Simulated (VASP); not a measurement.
Here is a VASP 6.6.1 calculation.

Contents of INCAR:

```
ALGO = Normal
EDIFF = 1E-6
ENCUT = 520
GGA = PE
ISIF = 2
ISMEAR = 0
LASPH = T
LCHARG = F
LREAL = F
LWAVE = F
NBANDS = 28
NELM = 60
PREC = Accurate
SIGMA = 0.05
```

Contents of KPOINTS:

```
k-points
0
Gamma
  6 6 6
```

Contents of POSCAR:

```
BaZrO3
1.0
    4.1913400000     -0.0628701000      0.0000000000
   -0.0628701000      4.1913400000      0.0000000000
    0.0000000000      0.0000000000      4.1913400000
Ba Zr O
1 1 3
Direct
    0.0000000000      0.0000000000      0.0000000000
    0.5000000000      0.5000000000      0.5000000000
    0.0000000000      0.5000000000      0.5000000000
    0.5000000000      0.0000000000      0.5000000000
    0.5000000000      0.5000000000      0.0000000000
```

Potentials or basis: VASP PAW PBE potentials, release 64 (Ba_sv, Zr_sv, O).

Command:

```console
$ cat potpaw_PBE.64/Ba_sv/POTCAR potpaw_PBE.64/Zr_sv/POTCAR potpaw_PBE.64/O/POTCAR > POTCAR
$ mpirun -np 1 vasp_std > vasp.out
```

(1) Predict the band gap on the k mesh.

(2) Estimate the pressure.

## Answers

(1) 3.06 eV, indirect (least direct gap 3.25 eV).

(2) 5.1 GPa.

Caveat: spin-orbit coupling is left out, which moves the levels of the heavy elements.
